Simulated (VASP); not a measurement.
# CdS (P6_3/mmc) in VASP: a series of runs, part 2 of 2

VASP 6.6.1.

### 3 Single point, PBE

Input file INCAR:

```
SYSTEM = CdS
  ALGO = Normal
  EDIFF = 1E-6
  ENCUT = 520
  GGA = PE
  ISIF = 2
  ISMEAR = 0
  LASPH = .TRUE.
  LCHARG = .FALSE.
  LREAL = .FALSE.
  LWAVE = .FALSE.
  NBANDS = 26
  NELM = 100
  PREC = Accurate
  SIGMA = 0.01
```

Input file KPOINTS:

```
k-points
0
G
  6 6 2
  0 0 0
```

Input file POSCAR:

```
CdS
1.0
    3.8410415941      0.0000000000      0.0000000000
   -1.9205207970      3.3264395975      0.0000000000
    0.0000000000      0.0000000000      6.4452705884
Cd S
2 2
Direct
    0.0000000000      0.0000000000      0.0000000000
    0.0000000000      0.0000000000      0.5000000000
    0.3333333333      0.6666666667      0.2500000000
    0.6666666667      0.3333333333      0.7500000000
```

Potentials or basis: VASP PAW PBE potentials, release 64 (Cd, S).

Command:

```sh
cat potpaw_PBE.64/Cd/POTCAR potpaw_PBE.64/S/POTCAR > POTCAR
mpirun -np 1 vasp_std > vasp.out
```

Wall time 22 s (1 thread of Intel Xeon Platinum 8375C at 2.90GHz (Ice Lake), shared host); peak memory 0.2 GiB.

Results (log left out):

```yaml
Free_energy: -11.5681 eV
Pressure: 2.2 GPa
Band_gap_on_the_k_mesh: 0.63 eV, direct
```

Stress tensor (GPa, compression positive):
```
2.22 0.00 0.00
0.00 2.22 0.00
0.00 0.00 2.05
```

Levels at points of the mesh, in eV from the valence-band top:
```
           k point  band 16  band 17  band 18  band 19  band 20  band 21
(0.00, 0.00, 0.00)    -0.76     0.00     0.00     0.63     3.45     6.75
(0.50, 0.00, 0.00)    -2.08    -1.50    -0.05     2.54     3.77     3.79
(0.00, 0.00, 0.50)    -0.36    -0.36    -0.36     3.06     3.06     6.79
(0.50, 0.00, 0.50)    -1.35    -1.18    -1.18     2.10     2.10     5.90
```

Caveat: the k points lie up to 0.49 Å⁻¹ apart.

### 4 Single point, LDA

Input file INCAR:

```
PREC = Accurate
ENCUT = 520
EDIFF = 1E-6
ISMEAR = 0
SIGMA = 0.01
LREAL = False
LASPH = True
NELM = 80
ALGO = Normal
ISIF = 2
LWAVE = False
LCHARG = False
GGA = CA
NBANDS = 26
```

Input file KPOINTS:

```
Automatic mesh
0
Gamma
  6 6 2
```

POSCAR is that of step 3.

Potentials or basis: VASP PAW LDA potentials, release 64 (Cd, S).

Command:

```sh
cat potpaw_LDA.64/Cd/POTCAR potpaw_LDA.64/S/POTCAR > POTCAR
mpirun -np 1 vasp_std > vasp.out
```

Wall time 19 s (1 thread of Intel Xeon Platinum 8375C at 2.90GHz (Ice Lake), shared host); peak memory 0.17 GiB.

It converged, with:

| Quantity | Value |
| --- | --- |
| Free energy | -14.2699 eV |
| Pressure | -4.3 GPa |
| Band gap on the k mesh | 0.40 eV, direct |

Stress tensor (GPa, compression positive):
```
-3.98  0.00  0.00
 0.00 -3.98  0.00
 0.00  0.00 -5.02
```

Levels at points of the mesh, in eV from the valence-band top:
| k point | band 15 | band 16 | band 17 | band 18 | band 19 | band 20 | band 21 | band 22 |
| --- | --- | --- | --- | --- | --- | --- | --- | --- |
| (0.00, 0.00, 0.00) | -0.79 | -0.79 | 0.00 | 0.00 | 0.40 | 3.23 | 6.57 | 6.57 |
| (0.50, 0.00, 0.00) | -3.18 | -2.13 | -1.60 | -0.05 | 2.37 | 3.57 | 3.60 | 5.71 |
| (0.00, 0.00, 0.50) | -0.37 | -0.37 | -0.37 | -0.37 | 2.87 | 2.87 | 6.61 | 6.61 |
| (0.50, 0.00, 0.50) | -1.39 | -1.39 | -1.21 | -1.21 | 1.89 | 1.89 | 5.74 | 5.74 |

Caveat: the k points lie up to 0.49 Å⁻¹ apart.

### 5 Single point, PBE

Input file INCAR:

```
ALGO = Normal
EDIFF = 1E-7
ENCUT = 520
GGA = PE
ISIF = 2
ISMEAR = 0
LASPH = True
LCHARG = True
LELF = True
LREAL = False
LVHAR = True
LWAVE = False
NBANDS = 26
NELM = 100
PREC = Accurate
SIGMA = 0.01
```

Input file KPOINTS:

```
k-points
0
Gamma
  6 6 4
```

POSCAR is that of step 4.

Potentials or basis: VASP PAW PBE potentials, release 64 (Cd, S).

Command:

```sh
cat potpaw_PBE.64/Cd/POTCAR potpaw_PBE.64/S/POTCAR > POTCAR
mpirun -np 1 vasp_std > vasp.out
```

OUTCAR:

```text
EDIFF = 1E-7
   ENCUT = 520
   GGA = PE
   ISIF = 2
   ISMEAR = 0
   LASPH = True
   LREAL = False
   NELM = 100
   PREC = Accurate

 ion  position               nearest neighbor table
   1  0.000  0.000  0.000-   3 2.74   4 2.74   3 2.74   4 2.74   4 2.74   3 2.74   2 3.22   2 3.22

   2  0.000  0.000  0.500-   3 2.74   4 2.74   3 2.74   4 2.74   4 2.74   3 2.74   1 3.22   1 3.22

   3  0.333  0.667  0.250-   1 2.74   2 2.74   1 2.74   2 2.74   1 2.74   2 2.74
   4  0.667  0.333  0.750-   1 2.74   2 2.74   1 2.74   2 2.74   1 2.74   2 2.74

  LATTYP: Found a hexagonal cell.
 ALAT       =     3.8410415941
 C/A-ratio  =     1.6780007273

  Lattice vectors:

 A1 = (   3.8410415941,   0.0000000000,   0.0000000000)
 A2 = (  -1.9205207970,   3.3264395975,   0.0000000000)
 A3 = (   0.0000000000,   0.0000000000,   6.4452705884)

Analysis of symmetry for initial positions (statically):
=====================================================================
 Subroutine PRICEL returns:
[... 170 lines left out ...]
  free energy    TOTEN  =       -11.56808673 eV

  energy without entropy =      -11.56808673  energy(sigma->0) =      -11.56808673

 E-fermi :   3.0059     XC(G=0): -10.3447

 val. band max:        2.9005834623   @ k =   0.0000   0.0000   0.0000
 cond. band min:       3.5345997861   @ k =   0.0000   0.0000   0.0000
 fundamental gap:      0.6340163237
 Fermi energy:         3.0058817104

 k-point     1 :       0.0000    0.0000    0.0000
  band No.  band energies     occupation
      1      -9.9275      2.00000
      2      -8.8543      2.00000
      3      -5.1949      2.00000
      4      -5.1381      2.00000
      5      -5.1381      2.00000
      6      -4.8358      2.00000
[... 598 lines left out ...]
     25      11.6047      0.00000
     26      11.6047      0.00000

------------------------ aborting loop because EDIFF is reached ----------------------------------------

  FORCE on cell =-STRESS in cart. coord.  units (eV):
  Direction    XX          YY          ZZ          XY          YZ          ZX
  --------------------------------------------------------------------------------------
  -------------------------------------------------------------------------------------
  Total        1.1509590      1.1509590      1.0650462      0.0000000      0.0000000      0.0000000
  in kB       22.3923993     22.3923993     20.7209291      0.0000000      0.0000000      0.0000000
  external PRESSURE =      21.8352426 kB  Pullay stress =       0.0000000 kB

 VOLUME and BASIS-vectors are now :
 -----------------------------------------------------------------------------
  energy-cutoff  :      520.00
  volume of cell :       82.35
      direct lattice vectors                 reciprocal lattice vectors
     3.841041594  0.000000000  0.000000000     0.260346048  0.150310861  0.000000000
    -1.920520797  3.326439597  0.000000000     0.000000000  0.300621722  0.000000000
     0.000000000  0.000000000  6.445270588     0.000000000  0.000000000  0.155152524

 POSITION                                       TOTAL-FORCE (eV/Angst)
 -----------------------------------------------------------------------------------
      0.00000      0.00000      0.00000         0.000000      0.000000     -0.000000
      0.00000      0.00000      3.22264         0.000000      0.000000     -0.000000
     -0.00000      2.21763      1.61132        -0.000000      0.000000      0.000000
      1.92052      1.10881      4.83395         0.000000     -0.000000      0.000000
 -----------------------------------------------------------------------------------
    total drift:                               -0.000000      0.000000     -0.000000

  FREE ENERGIE OF THE ION-ELECTRON SYSTEM (eV)
  ---------------------------------------------------
  free  energy   TOTEN  =       -11.5680867261 eV

  energy  without entropy=      -11.5680867261  energy(sigma->0) =      -11.56808673
```

Wall time 37 s (1 thread of Intel Xeon Platinum 8375C at 2.90GHz (Ice Lake), shared host); peak memory 0.21 GiB.

Results:

```yaml
Free_energy: -11.5681 eV
Pressure: 2.2 GPa
Band_gap_on_the_k_mesh: 0.63 eV, direct
```

A k mesh can miss the band edges. PBE gaps usually lie below the measured ones, often by a third to a half.

### 6 Overview

| level | potentials or basis | k mesh | gap on the mesh (eV) | pressure (GPa) |
| --- | --- | --- | --- | --- |
| PBE | VASP PAW PBE potentials, release 64 (Cd, S) | 6 × 6 × 2 | 0.63 | 2.2 |
| LDA | VASP PAW LDA potentials, release 64 (Cd, S) | 6 × 6 × 2 | 0.40 | -4.3 |
| PBE | VASP PAW PBE potentials, release 64 (Cd, S) | 6 × 6 × 4 | 0.63 | 2.2 |

Alike in all rows: task single point; no spin polarisation; cell as given; cutoff (eV) 520; smearing gaussian 0.01 eV.

Caveats: some runs use coarse meshes.

Absolute energies hang on the potentials; compare differences alone.
